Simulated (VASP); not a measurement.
A run of VASP 6.6.1:

File POSCAR:

```
SnSe
1.0
    0.0000000000      3.0100000000      3.0100000000
    3.0100000000      0.0000000000      3.0100000000
    3.0100000000      3.0100000000      0.0000000000
Sn Se
1 1
Direct
    0.0000000000      0.0000000000      0.0000000000
    0.5000000000      0.5000000000      0.5000000000
```

File INCAR.step1:

```
SYSTEM = SnSe
PREC     = Accurate       ! precision mode
ENCUT    = 520            ! plane-wave cutoff, eV
EDIFF    = 1E-5           ! SCF threshold, eV
ISMEAR   = -1             ! smearing method
SIGMA    = 0.05           ! smearing width, eV
LREAL    = .FALSE.        ! projectors in reciprocal space
LASPH    = .TRUE.         ! aspherical terms in the spheres
NELM     = 100            ! most SCF steps
ALGO     = Normal         ! electronic algorithm
ISIF     = 2              ! what is computed and relaxed
LWAVE    = .TRUE.         ! write WAVECAR
LCHARG   = .FALSE.        ! write CHGCAR
GGA      = PE             ! functional
NBANDS   = 17             ! bands
```

The input INCAR.step2:

```
SYSTEM = SnSe
PREC     = Accurate       ! precision mode
ENCUT    = 520            ! plane-wave cutoff, eV
EDIFF    = 1E-6           ! SCF threshold, eV
ISMEAR   = -1             ! smearing method
SIGMA    = 0.05           ! smearing width, eV
LREAL    = .FALSE.        ! projectors in reciprocal space
LASPH    = .TRUE.         ! aspherical terms in the spheres
NELM     = 100            ! most SCF steps
ALGO     = Normal         ! electronic algorithm
ISIF     = 2              ! what is computed and relaxed
LWAVE    = .FALSE.        ! write WAVECAR
LCHARG   = .FALSE.        ! write CHGCAR
GGA      = PE             ! functional
LHFCALC  = .TRUE.         ! exact exchange
AEXX     = 0.1            ! exact-exchange fraction
PRECFOCK = Normal       
ISTART   = 1            
NBANDS   = 17             ! bands
```

KPOINTS

```
regular mesh
0
G
  4 4 4
  0 0 0
```

Potentials or basis: VASP PAW PBE potentials, release 64 (Sn_d, Se).

Launch:

```bash
$ cat potpaw_PBE.64/Sn_d/POTCAR potpaw_PBE.64/Se/POTCAR > POTCAR
$ cp INCAR.step1 INCAR
$ mpirun -np 1 vasp_std > vasp.out
$ cp INCAR.step2 INCAR
$ mpirun -np 1 vasp_std > vasp.out
```

Hardware: 1 thread of Intel(R) Xeon(R) Platinum 8259CL CPU @ 2.50GHz (Skylake/Cascade Lake), on a shared host.

Problem. How long does it take, and how much memory?

Solution. Run time: 6.5 min on 1 thread of Intel(R) Xeon(R) Platinum 8259CL CPU @ 2.50GHz (Skylake/Cascade Lake) (shared host), peak memory 0.19 GiB. Counts: k points 8.
